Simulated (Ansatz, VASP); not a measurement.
Al3CoNi2 in VASP and in Ansatz

```
CELL_PARAMETERS angstrom
4.08082 0.00000 0.00000
-2.04041 3.53409 0.00000
0.00000 0.00000 4.98469
ATOMIC_POSITIONS crystal
Al 0.00000 0.00000 0.00000
Al 0.33333 0.66667 0.66520
Al 0.66667 0.33333 0.33480
Co 0.00000 0.00000 0.50000
Ni 0.33333 0.66667 0.17124
Ni 0.66667 0.33333 0.82876
```

Alike in both runs: functional PBE; k mesh 6 × 6 × 4; occupations gaussian, width 0.1 eV; collinear spin.

Ansatz relaxed the structure, and its values are those at the end. VASP's run is a single point on that final structure, the one shown.

|  | VASP | Ansatz |
| --- | --- | --- |
| version | VASP 6.6.1 | Ansatz 0.2.0 |
| potentials or method | VASP PAW PBE potentials, release 64 (Al, Co, Ni), cutoff 520 eV | scalar-relativistic, plane waves, PAW |
| valence electrons in the cell | 38 | 62 |

Ansatz gave:

- gap on the k mesh at the Fermi level (eV): none
- pressure (GPa): 0.1
- rms of the force components (eV/Å): 0.005
- net moment per atom (μB): 0.09
- size of the moment on the site where the two differ most (μB): 0.38

Problem. Which values does VASP return?

Solution. gap on the k mesh at the Fermi level (eV): none; pressure (GPa): 0.1; rms of the force components (eV/Å): 0.002; net moment per atom (μB): 0.09; size of the moment on the site where the two differ most (μB): 0.35.

Site moments also hang on the region over which each program counts them. A gap of «none» marks a metal or a gap that the smearing closes. With one functional, cell and mesh, what is left measures potentials, basis and numerics. VASP's potentials hold 38 valence electrons a cell and Ansatz's 62, so a difference there can come from the potentials and not from the codes. Ansatz's warnings: seeded moment not kept.
